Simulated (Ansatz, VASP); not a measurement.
I in VASP and in Ansatz

Contents of INCAR:

```
SYSTEM = I
PREC = Accurate
ENCUT = 600
EDIFF = 1E-6
ISMEAR = -1
SIGMA = 0.08
LREAL = .FALSE.
LASPH = .TRUE.
NELM = 60
ALGO = Normal
ISIF = 3
LWAVE = .FALSE.
LCHARG = .FALSE.
GGA = PE
IBRION = 2
NSW = 100
EDIFFG = -0.005
```

Contents of KPOINTS:

```
Automatic mesh
0
G
  14 14 14
  0 0 0
```

Contents of POSCAR:

```
I
1.0
    0.0000000000      1.9469082034      1.9469082034
    1.9469082034      0.0000000000      1.9469082034
    1.9469082034      1.9469082034      0.0000000000
I
1
Direct
    0.0000000000      0.0000000000      0.0000000000
```

Input for Ansatz:

```yaml
crystal:
  lattice:
    - [0.0, 1.9469082034, 1.9469082034]
    - [1.9469082034, 0.0, 1.9469082034]
    - [1.9469082034, 1.9469082034, 0.0]
  atoms:
    - { symbol: I, position: [0.0, 0.0, 0.0] }
kpoints:
  mp_grid: { grid: [14, 14, 14] }
scf:
  occupations: { method: fermi_dirac, width: 0.08 }
hamiltonian:
  xc: pbe
  pseudopotentials: { kind: paw }
output:
  forces: true
  stress: true
relax:
  f_tol: 0.005
  max_steps: 80
  cell: {}
```

Alike in both runs: task relaxation of cell and atoms; functional PBE; k mesh 14 × 14 × 14; occupations fermi-dirac, width 0.08 eV; no spin polarisation.

```csv
,VASP,Ansatz
version,VASP 6.6.1,Ansatz 0.2.0
potentials or method,"VASP PAW PBE potentials, release 64 (I)","PAW with Ansatz's default frozen-core files, scalar-relativistic"
plane-wave cutoff (eV),600,420
valence electrons in the cell,7,17
```

```tsv
	VASP	Ansatz	Ansatz less VASP
relaxed volume (Å³/atom)	35.10	35.18	+0.076
relaxed cell length with the largest relative difference (Å)	3.675	3.678	+0.0027
```

VASP's potentials hold 7 valence electrons a cell and Ansatz's 17, so a difference there can come from the potentials and not from the codes.

Neither program's run includes spin-orbit coupling. Noted on VASP's run: the volume moved by over 15 % at a fixed basis, so the end points are rough.
